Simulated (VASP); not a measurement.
# SiNi (Pmmn) in VASP: a series of runs, part 3 of 4

VASP 6.6.1. Earlier steps stand in the parts before.

### 5 Electric field gradients, LDA, collinear spin, ferromagnetic start (zz strain of +3 %)

The input, INCAR:

```
  PREC = Accurate
  ENCUT = 520
  EDIFF = 1E-8
  ISMEAR = -1
  SIGMA = 0.05
  LREAL = F
  LASPH = T
  NELM = 150
  ALGO = Normal
  ISIF = 2
  LWAVE = F
  LCHARG = F
  ISPIN = 2
  MAGMOM = 0 0 1.5 1.5
  LORBIT = 11
  LMAXMIX = 4
  LEFG = T
  NBANDS = 26
```

The input, KPOINTS:

```
Automatic mesh
0
Gamma
  11 10 7
```

The input, POSCAR:

```
SiNi
1.0
    3.0266200000      0.0000000000      0.0000000000
    0.0000000000      3.2735000000      0.0000000000
    0.0000000000      0.0000000000      4.8386928000
Si Ni
2 2
Direct
    0.5000000000      0.5000000000      0.8423000000
    0.0000000000      0.0000000000      0.1577000000
    0.5000000000      0.5000000000      0.3442200000
    0.0000000000      0.0000000000      0.6557800000
```

Potentials or basis: VASP PAW LDA potentials, release 64 (Si, Ni).

Run with:

```bash
$ cat potpaw_LDA.64/Si/POTCAR potpaw_LDA.64/Ni/POTCAR > POTCAR
$ mpirun -np 1 vasp_std > vasp.out
```

OUTCAR:

```text
PREC = Accurate
   ENCUT = 520
   EDIFF = 1E-8
   ISMEAR = -1
   LREAL = F
   LASPH = T
   NELM = 150
   ISIF = 2
   ISPIN = 2
   LORBIT = 11

 ion  position               nearest neighbor table
   1  0.500  0.500  0.842-   4 2.40   4 2.40   4 2.40   4 2.40   3 2.41   3 2.43   2 2.70   2 2.70
                             2 2.70   2 2.70
   2  0.000  0.000  0.158-   3 2.40   3 2.40   3 2.40   3 2.40   4 2.41   4 2.43   1 2.70   1 2.70
                             1 2.70   1 2.70
   3  0.500  0.500  0.344-   2 2.40   2 2.40   2 2.40   2 2.40   1 2.41   1 2.43   4 2.69   4 2.69
                             4 2.69   4 2.69
   4  0.000  0.000  0.656-   1 2.40   1 2.40   1 2.40   1 2.40   2 2.41   2 2.43   3 2.69   3 2.69
                             3 2.69   3 2.69

  LATTYP: Found a simple orthorhombic cell.
 ALAT       =     3.0266200000
 B/A-ratio  =     1.0815695396
 C/A-ratio  =     1.5987116982

  Lattice vectors:

 A1 = (   3.0266200000,   0.0000000000,   0.0000000000)
 A2 = (   0.0000000000,   3.2735000000,   0.0000000000)
 A3 = (   0.0000000000,   0.0000000000,   4.8386928000)

Analysis of symmetry for initial positions (statically):
=====================================================================
 Subroutine PRICEL returns:
 Original cell was already a primitive cell.

 Routine SETGRP: Setting up the symmetry group for a
 simple orthorhombic supercell.

 Subroutine GETGRP returns: Found  8 space group operations
 (whereof  4 operations were pure point group operations)
 out of a pool of  8 trial point group operations.

The static configuration has the point symmetry C_2v.
 The point group associated with its full space group is D_2h.

Analysis of symmetry for dynamics (positions and initial velocities):
=====================================================================
 Subroutine PRICEL returns:
 Original cell was already a primitive cell.

 Routine SETGRP: Setting up the symmetry group for a
 simple orthorhombic supercell.

 Subroutine GETGRP returns: Found  8 space group operations
 (whereof  4 operations were pure point group operations)
 out of a pool of  8 trial point group operations.

The dynamic configuration has the point symmetry C_2v.
 The point group associated with its full space group is D_2h.

Analysis of structural, dynamic, and magnetic symmetry:
=====================================================================
 Subroutine PRICEL returns:
 Original cell was already a primitive cell.

 Routine SETGRP: Setting up the symmetry group for a
 simple orthorhombic supercell.

 Subroutine GETGRP returns: Found  8 space group operations
 (whereof  4 operations were pure point group operations)
 out of a pool of  8 trial point group operations.

The overall configuration has the point symmetry C_2v.
 The point group associated with its full space group is D_2h.

 Subroutine INISYM returns: Found  8 space group operations
 (whereof  4 operations are pure point group operations),
 and found     1 'primitive' translations

----------------------------------------------------------------------------------------

[... 140 lines left out ...]
  ext. energy  EPLUGINS =         0.00000000
  ---------------------------------------------------
  free energy    TOTEN  =       -27.10427878 eV

  energy without entropy =      -27.09426788  energy(sigma->0) =      -27.09927333

 E-fermi :  10.6579     XC(G=0): -12.5133

 val. band max:       10.6505325235   @ k =   0.3636   0.5000   0.4286
 cond. band min:      10.6601417612   @ k =   0.3636   0.3000   0.4286
 fundamental gap:      0.0096092377
 Fermi energy:        10.6579430772

 spin component 1

 k-point     1 :       0.0000    0.0000    0.0000
  band No.  band energies     occupation
      1      -2.8421      1.00000
      2       2.6157      1.00000
      3       4.3082      1.00000
      4       6.7569      1.00000
      5       7.3139      1.00000
      6       7.8505      1.00000
[... 685 lines left out ...]
     25      25.7214      0.00000
     26      26.4442      0.00000

 [... further k-points ...]

 spin component 2

 k-point     1 :       0.0000    0.0000    0.0000
  band No.  band energies     occupation
      1      -2.8421      1.00000
      2       2.6157      1.00000
      3       4.3083      1.00000
      4       6.7569      1.00000
      5       7.3139      1.00000
      6       7.8505      1.00000
[... 685 lines left out ...]
     25      25.7214      0.00000
     26      26.4442      0.00000

 [... further k-points ...]
[... 5 lines left out ...]
  --------------------------------------------------------------------------------------
  -------------------------------------------------------------------------------------
  Total       -3.5952038     -3.7646927     -6.0059697      0.0000000      0.0000000      0.0000000
  in kB     -120.1533260   -125.8177226   -200.7222066      0.0000000      0.0000000      0.0000000
  external PRESSURE =    -148.8977517 kB  Pullay stress =       0.0000000 kB

 VOLUME and BASIS-vectors are now :
 -----------------------------------------------------------------------------
  energy-cutoff  :      520.00
  volume of cell :       47.94
      direct lattice vectors                 reciprocal lattice vectors
     3.026620000  0.000000000  0.000000000     0.330401570  0.000000000  0.000000000
     0.000000000  3.273500000  0.000000000     0.000000000  0.305483428  0.000000000
     0.000000000  0.000000000  4.838692800     0.000000000  0.000000000  0.206667388

 POSITION                                       TOTAL-FORCE (eV/Angst)
 -----------------------------------------------------------------------------------
      1.51331      1.63675      4.07563         0.000000      0.000000     -0.275222
      0.00000      0.00000      0.76306         0.000000      0.000000      0.275222
      1.51331      1.63675      1.66557         0.000000      0.000000     -0.314844
      0.00000      0.00000      3.17312         0.000000      0.000000      0.314844
 -----------------------------------------------------------------------------------
    total drift:                                0.000000      0.000000     -0.000000

  FREE ENERGIE OF THE ION-ELECTRON SYSTEM (eV)
  ---------------------------------------------------
  free  energy   TOTEN  =       -27.1042787818 eV

  energy  without entropy=      -27.0942678838  energy(sigma->0) =      -27.09927333

 Electric field gradients (V/A^2)
---------------------------------------------------------------------
 ion       V_xx      V_yy      V_zz      V_xy      V_xz      V_yz
---------------------------------------------------------------------
   1      20.845     5.079   -25.924     0.000     0.000     0.000
   2      20.845     5.079   -25.924     0.000     0.000     0.000
   3       2.098     5.760    -7.858    -0.000    -0.000    -0.000
   4       2.098     5.760    -7.858     0.000    -0.000    -0.000
---------------------------------------------------------------------

 Electric field gradients after diagonalization (V/A^2)
 (convention: |V_zz| > |V_xx| > |V_yy|)
----------------------------------------------------------------------
 ion       V_xx      V_yy      V_zz     asymmetry (V_yy - V_xx)/ V_zz
----------------------------------------------------------------------
   1      20.845     5.079   -25.924       0.608
   2      20.845     5.079   -25.924       0.608
   3       5.760     2.098    -7.858       0.466
   4       5.760     2.098    -7.858       0.466
----------------------------------------------------------------------

           NMR quadrupolar parameters

 Cq : quadrupolar parameter    Cq=e*Q*V_zz/h
 eta: asymmetry parameters     (V_yy - V_xx)/ V_zz
 Q  : nuclear electric quadrupole moment in mb (millibarn)
----------------------------------------------------------------------
 ion       Cq(MHz)       eta       Q (mb)
----------------------------------------------------------------------
   1      -0.063       0.608       1.000
   2      -0.063       0.608       1.000
   3      -0.019       0.466       1.000
   4      -0.019       0.466       1.000
----------------------------------------------------------------------

 total charge

# of ion       s       p       d       tot
------------------------------------------
    1        0.758   0.832   0.000   1.590
    2        0.758   0.832   0.000   1.590
    3        0.460   0.560   8.465   9.485
    4        0.460   0.560   8.465   9.485
--------------------------------------------------
tot          2.436   2.786  16.930  22.151

 magnetization (x)

# of ion       s       p       d       tot
------------------------------------------
    1       -0.000  -0.000   0.000  -0.000
    2       -0.000  -0.000   0.000  -0.000
    3        0.000   0.000  -0.000  -0.000
    4        0.000   0.000  -0.000  -0.000
--------------------------------------------------
tot          0.000   0.000  -0.000  -0.000
```

OSZICAR:

```text
N       E                     dE             d eps       ncg     rms          rms(c)
DAV:   1     0.144046130370E+03    0.14405E+03   -0.11579E+04 15040   0.123E+03
DAV:   2    -0.199082853113E+02   -0.16395E+03   -0.15162E+03 15084   0.259E+02
DAV:   3    -0.295871659120E+02   -0.96789E+01   -0.93043E+01 18064   0.713E+01
DAV:   4    -0.297967872278E+02   -0.20962E+00   -0.20899E+00 17784   0.946E+00
DAV:   5    -0.298025878840E+02   -0.58007E-02   -0.57993E-02 18508   0.168E+00    0.213E+01
DAV:   6    -0.355286887779E+02   -0.57261E+01   -0.42971E+01 18054   0.120E+02    0.266E+01
DAV:   7    -0.271627334366E+02    0.83660E+01   -0.17786E+01 18070   0.777E+01    0.352E+00
DAV:   8    -0.271426842453E+02    0.20049E-01   -0.10995E+00 22240   0.106E+01    0.224E+00
DAV:   9    -0.271058353851E+02    0.36849E-01   -0.14354E-01 21102   0.478E+00    0.521E-01
DAV:  10    -0.271048898537E+02    0.94553E-03   -0.44946E-03 22150   0.735E-01    0.315E-01
DAV:  11    -0.271044797648E+02    0.41009E-03   -0.33000E-04 20972   0.135E-01    0.198E-01
DAV:  12    -0.271042839865E+02    0.19578E-03   -0.17657E-04 22528   0.196E-01    0.488E-02
DAV:  13    -0.271042812311E+02    0.27555E-05   -0.19169E-05 21218   0.458E-02    0.225E-02
DAV:  14    -0.271042793772E+02    0.18539E-05   -0.18458E-06 23554   0.164E-02    0.111E-02
DAV:  15    -0.271042787646E+02    0.61255E-06   -0.11158E-06 23086   0.145E-02    0.202E-03
DAV:  16    -0.271042787828E+02   -0.18134E-07   -0.19567E-07 16350   0.253E-03    0.101E-03
DAV:  17    -0.271042787818E+02    0.94406E-09   -0.32892E-09  8674   0.508E-04
   1 F= -.27104279E+02 E0= -.27099273E+02  d E =-.100109E-01  mag=     0.0000
```

Run time: 6.4 min. Hardware: 1 thread of Intel Xeon Platinum 8259CL at 2.50GHz (Skylake/Cascade Lake), shared host; peak memory 0.34 GiB.

What came out:

* Free energy: -27.1043 eV
* Pressure: -14.9 GPa
* Largest force: 0.315 eV/Å
* Band gap on the k mesh: zero (filled and empty bands overlap)
* Net moment: 0.00 μB per cell
* Largest electric field gradient by atom: Si -25.9; Ni -7.9 V/Å²
* Valence electrons inside the program's atomic spheres: Si 1.59; Ni 9.48

Forces on the atoms (eV/Å):
```
Si   0.000  0.000 -0.275
Si   0.000  0.000  0.275
Ni   0.000  0.000 -0.315
Ni   0.000  0.000  0.315
```

Stress tensor (GPa, compression positive):
```
-12.02   0.00   0.00
  0.00 -12.58   0.00
  0.00   0.00 -20.07
```

Electric field gradients, principal values (V/Å²):
```csv
atom,least,middle,greatest (by size)
1 Si,5.079,20.845,-25.924
2 Si,5.079,20.845,-25.924
3 Ni,2.098,5.760,-7.858
4 Ni,2.098,5.760,-7.858
```

Caveat: the cell differs from its parent crystal (zz strain of +3 %); the stress differs along the axes, from -20 to -12 GPa; the moments typed at the start vanished in this run; without QUAD_EFG the Cq values of the log hold for a quadrupole moment of 1 mb, not for the nuclei.

[end of part 3 of 4]
